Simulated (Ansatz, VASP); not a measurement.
## One calculation of MgO, two programs

File POSCAR:

```
MgO
1.0
    3.1238063140      0.0000000000      0.0000000000
   -1.5619031570      2.7052956244      0.0000000000
    0.0000000000      0.0000000000      5.3075605388
Mg O
2 2
Direct
    0.3333333333      0.6666666667      0.0027333060
    0.6666666667      0.3333333333      0.5027333060
    0.3333333333      0.6666666667      0.3722666940
    0.6666666667      0.3333333333      0.8722666940
```

File INCAR.step1:

```
SYSTEM = MgO
ALGO     = Normal         ! electronic algorithm
EDIFF    = 1E-4           ! SCF threshold, eV
ENCUT    = 520            ! plane-wave cutoff, eV
GGA      = PE             ! functional
ISMEAR   = 0              ! smearing method
LASPH    = .True.         ! aspherical terms in the spheres
LCHARG   = .False.        ! write CHGCAR
LREAL    = .False.        ! projectors in reciprocal space
LWAVE    = .True.         ! write WAVECAR
NBANDS   = 16             ! bands
NELM     = 60             ! most SCF steps
PREC     = Accurate       ! precision mode
SIGMA    = 0.01           ! smearing width, eV
```

Contents of INCAR.step2:

```
SYSTEM = MgO
ALGO     = Normal         ! electronic algorithm
EDIFF    = 1E-6           ! SCF threshold, eV
ENCUT    = 520            ! plane-wave cutoff, eV
ISIF     = 2              ! what is computed and relaxed
ISMEAR   = 0              ! smearing method
ISTART   = 1            
LASPH    = .True.         ! aspherical terms in the spheres
LCHARG   = .True.         ! write CHGCAR
LELF     = .True.         ! ELF
LMIXTAU  = .True.       
LREAL    = .False.        ! projectors in reciprocal space
LVHAR    = .True.       
LWAVE    = .False.        ! write WAVECAR
METAGGA  = R2SCAN         ! meta-GGA
NBANDS   = 16             ! bands
NELM     = 60             ! most SCF steps
PREC     = Accurate       ! precision mode
SIGMA    = 0.01           ! smearing width, eV
```

The input KPOINTS:

```
k-points
0
Gamma
  12 12 6
  0 0 0
```

Input for Ansatz:

```yaml
crystal:
  lattice:
    - [3.123806314, 0.0, 0.0]
    - [-1.561903157, 2.7052956244, 0.0]
    - [0.0, 0.0, 5.3075605388]
  atoms:
    - { symbol: Mg, position: [0.3333333333, 0.6666666667, 0.002733306] }
    - { symbol: Mg, position: [0.6666666667, 0.3333333333, 0.502733306] }
    - { symbol: O, position: [0.3333333333, 0.6666666667, 0.372266694] }
    - { symbol: O, position: [0.6666666667, 0.3333333333, 0.872266694] }
kpoints:
  mp_grid: { grid: [12, 12, 6] }
  band_path:
    path:
      - [0.0, 0.0, 0.0]
      - [0.5, 0.0, 0.0]
      - [0.3333333333, 0.3333333333, 0.0]
      - [0.0, 0.0, 0.5]
      - [0.5, 0.0, 0.5]
      - [0.3333333333, 0.3333333333, 0.5]
    npoints: 1
hamiltonian:
  xc: r2scan
scf:
  occupations: { method: fixed }
  n_extra_bands: 5
output:
  forces: true
  stress: true
  eigenvalues: true
```

Change from the starting cell: epitaxial_xy strain -5.0%.

Alike in both runs: task single point; functional r2SCAN; k mesh 12 × 12 × 6; no spin polarisation.

|  | VASP | Ansatz |
| --- | --- | --- |
| version | VASP 6.6.1 | Ansatz 0.2.0 |
| potentials or method | VASP PAW PBE potentials, release 64 (Mg, O) | plane waves, PAW |
| plane-wave cutoff (eV) | 520 | 500 |
| occupations | gaussian, width 0.01 eV | fixed |
| valence electrons in the cell | 16 | 32 |

```tsv
	VASP	Ansatz	Ansatz less VASP
gap on the k mesh at the Fermi level (eV)	4.64	4.65	+0.015
pressure (GPa)	7.5	7.9	+0.43
traceless stress, the component that is largest in VASP (GPa)	-8.05	-7.93	+0.117
```

VASP's potentials were made for PBE, not for r2SCAN. VASP's potentials hold 16 valence electrons a cell and Ansatz's 32, so a difference there can come from the potentials and not from the codes.
